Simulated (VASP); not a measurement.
ReBrO, 6 atoms in the cell. The structure is tetragonal, space group P4/nmm (No. 129). Conventional cell: a = 3.736 Å, b = 3.736 Å, c = 7.171 Å, α = 90.00°, β = 90.00°, γ = 90.00°. Within 3.2 Å of Re (site symmetry 4mm) lie 4 O at 2.27 Å and 5 Br at 3.02 to 3.15 Å. Br (site symmetry 4mm) has 6 Re at 3.02 to 4.02 Å and 8 Br at 3.14 to 3.74 Å and 4 O at 3.31 Å within 4.1 Å. O (site symmetry -4m2) has 4 Re at 2.27 Å and 4 O at 2.64 Å within 3.0 Å. 

```yaml
Program: VASP 6.6.1
Task: single point
Functional: r2SCAN
Potentials_or_basis: VASP PAW PBE potentials, release 64 (Re, Br, O)
Cutoff: 520 eV
k_mesh: 7 × 7 × 4
Occupations: tetrahedron
Spin: no spin polarisation
Dipole_correction: no
Further_INCAR_settings: ALGO = Normal; EDIFF = 1e-07
```

Potentials or basis: VASP PAW PBE potentials, release 64 (Re, Br, O).

The run is started by

```console
$ cat potpaw_PBE.64/Re/POTCAR potpaw_PBE.64/Br/POTCAR potpaw_PBE.64/O/POTCAR > POTCAR
$ cp INCAR.step1 INCAR
$ mpirun -np 1 vasp_std > vasp.out
$ cp INCAR.step2 INCAR
$ mpirun -np 1 vasp_std > vasp.out
```

Hardware: 1 thread of AMD EPYC 7R13 Processor (Zen 3), on a shared host.

Task: How long does it take, and how much memory?

Result: Run time: 5.6 min on 1 thread of AMD EPYC 7R13 Processor (Zen 3), with other jobs on the host, peak memory 0.22 GiB. Counts: k points 30.
